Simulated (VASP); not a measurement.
Here is a VASP 6.6.1 calculation.

INCAR

```
PREC = Accurate
ENCUT = 520
EDIFF = 1E-7
ISMEAR = 0
SIGMA = 0.02
LREAL = False
LASPH = True
NELM = 80
ALGO = Normal
ISIF = 2
LWAVE = False
LCHARG = False
GGA = PS
NBANDS = 12
```

The input KPOINTS:

```
Automatic mesh
0
Gamma
  11 11 11
```

File POSCAR:

```
Ti
1.0
    2.8708535300      0.0000000000      0.0000000000
    1.4354267650      2.4862320875      0.0000000000
    1.4354267650      0.8287440292      2.3440420916
Ti
1
Direct
    0.0000000000      0.0000000000      0.0000000000
```

Potentials or basis: VASP PAW PBE potentials, release 64 (Ti_sv).

Command:

```sh
$ cat potpaw_PBE.64/Ti_sv/POTCAR > POTCAR
$ mpirun -np 1 vasp_std > vasp.out
```

Task: What does it give for the band gap on the k mesh?

Result: Zero (band 6 reaches 9.41 eV, above the bottom of band 7 at 8.22 eV).

Task: Predict the pressure.

Result: -1.2 GPa.

Caveat: the PAW data sets were made with another functional, which shifts forces and pressure a little.
